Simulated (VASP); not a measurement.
Input of a VASP 6.6.1 run:

The input INCAR:

```
SYSTEM = Al
  PREC = Accurate
  ENCUT = 500
  EDIFF = 1E-6
  ISMEAR = 0
  SIGMA = 0.1
  LREAL = .False.
  LASPH = .True.
  NELM = 120
  ALGO = Normal
  ISIF = 2
  LWAVE = .False.
  LCHARG = .False.
  GGA = RP
  NBANDS = 8
  GGA_COMPAT = .False.
```

Contents of KPOINTS:

```
regular mesh
0
Gamma
  12 12 12
  0 0 0
```

Contents of POSCAR:

```
Al
1.0
    0.0000000000      2.0248050000      2.0248050000
    2.0248050000      0.0000000000      2.0248050000
    2.0248050000      2.0248050000      0.0000000000
Al
1
Direct
    0.0000000000      0.0000000000      0.0000000000
```

Potentials or basis: VASP PAW PBE potentials, release 64 (Al).

The run is started by

```sh
$ cat potpaw_PBE.64/Al/POTCAR > POTCAR
$ mpirun -np 1 vasp_std > vasp.out
```

(1) Predict the pressure.

## Answers

(1) 1.0 GPa.

Caveat: the PAW data sets were made with another functional, which shifts forces and pressure a little.
